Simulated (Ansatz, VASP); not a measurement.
## HfC: VASP beside Ansatz

The input INCAR:

```
PREC     = Accurate       # precision mode
ENCUT    = 600            # plane-wave cutoff, eV
EDIFF    = 1E-7           # SCF threshold, eV
ISMEAR   = 0              # smearing method
SIGMA    = 0.1            # smearing width, eV
LREAL    = F              # projectors in reciprocal space
LASPH    = T              # aspherical terms in the spheres
NELM     = 120            # most SCF steps
ALGO     = Normal         # electronic algorithm
ISIF     = 3              # what is computed and relaxed
LWAVE    = F              # write WAVECAR
LCHARG   = F              # write CHGCAR
GGA      = PS             # functional
IBRION   = 2              # ionic algorithm
NSW      = 100            # ionic steps
EDIFFG   = -0.002         # ionic threshold
GGA_COMPAT= F            
NELMIN   = 4
```

File KPOINTS:

```
Automatic mesh
0
Gamma
  16 16 16
```

The input POSCAR:

```
HfC
1.0
    0.0000000000      2.3171388400      2.3171388400
    2.3171388400      0.0000000000      2.3171388400
    2.3171388400      2.3171388400      0.0000000000
Hf C
1 1
Direct
    0.0000000000      0.0000000000      0.0000000000
    0.5000000000      0.5000000000      0.5000000000
```

Input for Ansatz:

```yaml
crystal:
  lattice:
    - [0.0, 2.31713884, 2.31713884]
    - [2.31713884, 0.0, 2.31713884]
    - [2.31713884, 2.31713884, 0.0]
  atoms:
    - { symbol: Hf, position: [0.0, 0.0, 0.0] }
    - { symbol: C, position: [0.5, 0.5, 0.5] }
basis:
  ecutwfc: 420
kpoints:
  mp_grid: { grid: [16, 16, 16] }
hamiltonian:
  xc: pbesol
  pseudopotentials: { kind: paw, azcp: { folder: soft_1 } }
scf:
  occupations: { method: gaussian, width: 0.1 }
output:
  forces: true
  stress: true
  eigenvalues: true
relax:
  adjacent_minimum: "off"
  f_tol: 0.002
  max_steps: 80
  cell: { stress_tol: 0.02 }
```

Alike in both runs: task relaxation of cell and atoms; functional PBEsol; k mesh 16 × 16 × 16; occupations gaussian, width 0.1 eV; no spin polarisation.

|  | VASP | Ansatz |
| --- | --- | --- |
| version | VASP 6.6.1 | Ansatz 0.2.0 |
| potentials or method | VASP PAW PBE potentials, release 64 (Hf_pv, C), cutoff 600 eV | scalar-relativistic, plane waves, PAW |
| valence electrons in the cell | 14 | 30 |

|  | VASP | Ansatz | Ansatz less VASP |
| --- | --- | --- | --- |
| gap on the k mesh at the Fermi level, each at its own relaxed structure (eV) | none | none | - |
| relaxed volume (Å³/atom) | 12.20 | 12.22 | +0.020 |
| relaxed cell length with the largest relative difference (Å) | 3.256 | 3.258 | +0.0018 |

VASP's potentials were made for PBE, not for PBEsol, and Ansatz warns of the same on its side. A gap of «none» marks a metal or a gap that the smearing closes. VASP's potentials hold 14 valence electrons a cell and Ansatz's 30, so a difference there can come from the potentials and not from the codes.

Neither program's run includes spin-orbit coupling.
